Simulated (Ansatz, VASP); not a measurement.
SnO in VASP and in Ansatz

```
Sn O
1.0
     3.81578    0.00000    0.00000
     0.00000    3.92267    0.00000
     0.00000    0.00000    5.01993
Sn O
2 2
Direct
  0.50000 0.00000 0.76938
  0.00000 0.50000 0.23062
  0.00000 0.00000 0.00446
  0.50000 0.50000 0.99554
```

Alike in both runs: functional PBE; k mesh 6 × 4 × 4; occupations gaussian, width 0.1 eV; no spin polarisation.

Ansatz relaxed the structure, and its values are those at the end. VASP's run is a single point on that final structure, the one shown.

```csv
,VASP,Ansatz
version,VASP 6.6.1,Ansatz 0.2.0
potentials or method,"VASP PAW PBE potentials, release 64 (Sn_d, O_h), cutoff 910 eV","scalar-relativistic, plane waves, PAW"
valence electrons in the cell,40,40
```

Ansatz gave:

| Quantity | Value |
| --- | --- |
| gap on the k mesh at the Fermi level (eV) | 0.44 |
| least direct gap on the mesh (eV) | 1.97 |
| rms of the force components (eV/Å) | 0.007 |

**Question.** Estimate VASP's values.

**Answer.** gap on the k mesh at the Fermi level (eV): 0.46; least direct gap on the mesh (eV): 1.95; rms of the force components (eV/Å): 0.027.

The functional is the same, so the differences come from potentials, cutoffs and numerics.

Noted on VASP's run: the cutoff is short for stress, so the pressure is rough.
